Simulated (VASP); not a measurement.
Wanted: the native input for a VASP 6.6.1 run.

```
Task                   : single point
Functional             : LDA
Potentials or basis    : VASP PAW LDA potentials, release 64 (Te, Pb_d)
Cutoff                 : 500 eV
k mesh                 : 6 × 6 × 6
Occupations            : gaussian, width 0.01 eV
Spin                   : no spin polarisation
Dipole correction      : no
Further INCAR settings : ALGO = Normal; EDIFF = 1e-06; NBANDS = 17
```

The structure of TePb lies in POSCAR:

```
TePb
1.0
    3.2068667260      3.2068667260      0.0000000000
   -3.2068667260      3.2068667260      0.0000000000
    0.0000000000      3.2068667260      3.1892345173
Te Pb
1 1
Direct
    0.5000000000      0.5000000000      0.0000000000
    0.0000000000      0.0000000000      0.0000000000
```

This cell differs from its parent crystal: film at in-plane strain +0.005.

The input as run:

INCAR

```
PREC = Accurate
ENCUT = 500
EDIFF = 1E-6
ISMEAR = 0
SIGMA = 0.01
LREAL = F
LASPH = T
NELM = 120
ALGO = Normal
ISIF = 2
LWAVE = F
LCHARG = F
NBANDS = 17
GGA_COMPAT = F
```

KPOINTS

```
Automatic mesh
0
Gamma
  6 6 6
```

Potentials or basis: VASP PAW LDA potentials, release 64 (Te, Pb_d).

Run with:

```console
$ cat potpaw_LDA.64/Te/POTCAR potpaw_LDA.64/Pb_d/POTCAR > POTCAR
$ mpirun -np 1 vasp_std > vasp.out
```

Results of the run:

```
Pressure               : -0.4 GPa
Band gap on the k mesh : 0.57 eV, direct
```

Caveat: the cell differs from its parent crystal (film at in-plane strain +0.005); spin-orbit coupling is left out, which moves the levels of the heavy elements.

Wall time 26 s on 1 thread of Intel(R) Xeon(R) Platinum 8488C (Sapphire Rapids) (shared host), peak memory 0.18 GiB.
